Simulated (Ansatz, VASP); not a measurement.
# Sb in VASP and in Ansatz

```
CELL_PARAMETERS angstrom
-0.06915 2.27042 2.27042
2.27042 -0.06915 2.27042
2.27042 2.27042 -0.06915
ATOMIC_POSITIONS crystal
Sb 0.00000 0.00000 0.00000
```

Change from the starting cell: equal xy, yz and zx shear strains of -3 %.

Alike in both runs: task single point; functional PBEsol; k mesh 12 × 12 × 12; occupations fermi-dirac, width 0.05 eV; no spin polarisation.

|  | VASP | Ansatz |
| --- | --- | --- |
| version | VASP 6.6.1 | Ansatz 0.2.0 |
| potentials or method | VASP PAW PBE potentials, release 64 (Sb), cutoff 520 eV | all-electron LAPW, scalar-relativistic |

Ansatz gave:

* pressure (GPa): 5.8
* traceless stress, the component that is largest in VASP (GPa): 0.34

Task: What did VASP give for the same quantities?

Result: Pressure (GPa): 5.8; traceless stress, the component that is largest in VASP (GPa): 0.36.

VASP's potentials were made for PBE, not for PBEsol. Ansatz ran all-electron here, and VASP with PAW potentials.

Spin-orbit coupling is off throughout.
